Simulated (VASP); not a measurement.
A run of VASP 6.6.1 is set up as follows.

POSCAR

```
TlBr
1.0
    3.9133548281      0.0000000000      0.0000000000
    0.0000000000      3.9133548281      0.0000000000
    0.0000000000      0.0000000000      3.9133548281
Tl Br
1 1
Direct
    0.0000000000      0.0000000000      0.0000000000
    0.5000000000      0.5000000000      0.5000000000
```

INCAR.step1

```
PREC     = Accurate       # precision mode
ENCUT    = 550            # plane-wave cutoff, eV
ISMEAR   = 0              # smearing method
SIGMA    = 0.01           # smearing width, eV
LREAL    = False          # projectors in reciprocal space
LASPH    = True           # aspherical terms in the spheres
NELM     = 120            # most SCF steps
NBANDS   = 17             # bands
GGA      = PE             # functional
ALGO     = Normal         # electronic algorithm
EDIFF    = 1E-5           # SCF threshold, eV
LWAVE    = True           # write WAVECAR
LCHARG   = False          # write CHGCAR
GGA_COMPAT= False
```

File INCAR.step2:

```
PREC     = Accurate       # precision mode
ENCUT    = 550            # plane-wave cutoff, eV
EDIFF    = 1E-6           # SCF threshold, eV
ISMEAR   = 0              # smearing method
SIGMA    = 0.01           # smearing width, eV
LREAL    = False          # projectors in reciprocal space
LASPH    = True           # aspherical terms in the spheres
NELM     = 120            # most SCF steps
ALGO     = Normal         # electronic algorithm
ISIF     = 2              # what is computed and relaxed
LWAVE    = False          # write WAVECAR
LCHARG   = False          # write CHGCAR
METAGGA  = R2SCAN         # meta-GGA
LMIXTAU  = True         
NBANDS   = 17             # bands
ISTART   = 1            
GGA_COMPAT= False
```

Contents of KPOINTS:

```
regular mesh
0
Gamma
  6 6 6
```

Potentials or basis: VASP PAW PBE potentials, release 64 (Tl_d, Br).

Command:

```sh
$ cat potpaw_PBE.64/Tl_d/POTCAR potpaw_PBE.64/Br/POTCAR > POTCAR
$ cp INCAR.step1 INCAR
$ mpirun -np 1 vasp_std > vasp.out
$ cp INCAR.step2 INCAR
$ mpirun -np 1 vasp_std > vasp.out
```

Q: Estimate the band gap on the k mesh.

A: 2.17 eV.

Q: Estimate the pressure.

A: 1.8 GPa.

Caveat: the PAW data sets were made with another functional, which shifts forces and pressure a little; spin-orbit coupling is left out, which moves the levels of the heavy elements. A k mesh can miss the band edges.
